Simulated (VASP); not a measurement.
Set up this calculation in VASP 6.6.1, as the native input.

| Property | Result |
| --- | --- |
| Task | single point |
| Functional | revPBE |
| Potentials or basis | VASP PAW PBE potentials, release 64 (Ta_pv, K_sv, O) |
| Cutoff | 520 eV |
| k mesh | 7 × 7 × 7 |
| Occupations | fermi-dirac, width 0.05 eV |
| Spin | no spin polarisation |
| Dipole correction | no |
| Further INCAR settings | ALGO = Normal; EDIFF = 1e-07; NBANDS = 27 |

The structure of KTaO3 lies in POSCAR:

```
KTaO3
1.0
    4.0469727058      0.0000000000      0.0000000000
    0.0000000000      4.0469727058      0.0000000000
    0.0000000000      0.0000000000      4.0469727058
Ta K O
1 1 3
Direct
    0.0000000000      0.0000000000      0.0000000000
    0.5000000000      0.5000000000      0.5000000000
    0.0000000000      0.0000000000      0.5000000000
    0.0000000000      0.5000000000      0.0000000000
    0.5000000000      0.0000000000      0.0000000000
```

The input as run:

INCAR

```
PREC = Accurate ; ENCUT = 520
EDIFF = 1E-7 ; ISMEAR = -1
SIGMA = 0.05 ; LREAL = False
LASPH = True ; NELM = 100
ALGO = Normal ; ISIF = 2
LWAVE = False ; LCHARG = False
GGA = RE ; NBANDS = 27
```

KPOINTS

```
regular mesh
0
Gamma
  7 7 7
```

Potentials or basis: VASP PAW PBE potentials, release 64 (Ta_pv, K_sv, O).

Command:

```sh
$ cat potpaw_PBE.64/Ta_pv/POTCAR potpaw_PBE.64/K_sv/POTCAR potpaw_PBE.64/O/POTCAR > POTCAR
$ mpirun -np 1 vasp_std > vasp.out
```

It gave:

* Pressure: 0.5 GPa
* Band gap on the k mesh: 2.17 eV (least direct gap 2.75 eV)

Caveat: the PAW data sets were made with another functional, which shifts forces and pressure a little; spin-orbit coupling is left out, which moves the levels of the heavy elements; an odd mesh through Γ misses points on the zone boundary, where band edges can lie.

Wall time 19 s on 1 thread of AMD EPYC 9R45 96-Core Processor (Zen 5), with other jobs on the host, peak memory 0.16 GiB.
